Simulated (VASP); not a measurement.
# Al12C: single point with LDA

The system is Al12C, a slab with vacuum.

```
Al C
1.0
     5.63369    0.00000    0.00000
     0.00000    5.63369    0.00000
     0.00000    0.00000   19.60430
Al C
12 1
Direct
  0.25000 0.25000 0.20404
  0.25000 0.75000 0.20404
  0.75000 0.25000 0.20404
  0.75000 0.75000 0.20404
  0.00000 0.00000 0.30870
  0.00000 0.50000 0.30870
  0.50000 0.00000 0.30870
  0.50000 0.50000 0.30870
  0.25000 0.25000 0.41339
  0.25000 0.75000 0.41339
  0.75000 0.25000 0.41339
  0.75000 0.75000 0.41339
  0.33333 0.33333 0.50203
```

```
Program             : VASP 6.6.1
Task                : single point
Functional          : LDA
Potentials or basis : VASP PAW LDA potentials, release 64 (Al, C)
Cutoff              : 520 eV
k mesh              : 5 × 5 × 1
Occupations         : gaussian, width 0.1 eV
Spin                : no spin polarisation
```

The largest force is 1.481 eV/Å and the band gap on the k mesh is zero (bands 20 and 21 overlap by 0.80 eV).

Forces on the atoms (eV/Å):
```
Al  -0.023 -0.023 -0.042
Al   0.087  0.079 -0.060
Al   0.079  0.087 -0.060
Al  -0.062 -0.062  0.040
Al   0.022  0.022  0.029
Al  -0.022 -0.002  0.040
Al  -0.002 -0.022  0.040
Al  -0.006 -0.006 -0.054
Al  -0.534 -0.534 -1.274
Al   0.083 -0.569  0.614
Al  -0.569  0.083  0.614
Al   0.026  0.026  0.062
C    0.921  0.921  0.051
```

Levels at points of the mesh, in eV from the Fermi level:
```tsv
k point	band 17	band 18	band 19	band 20	band 21	band 22	band 23	band 24
(0.00, 0.00, 0.00)	-1.07	-0.74	-0.69	-0.47	-0.34	0.00	0.01	0.48
```

It took 9.9 min on 1 thread of Intel Xeon 8259CL, on a shared host, peak memory 0.49 GiB.
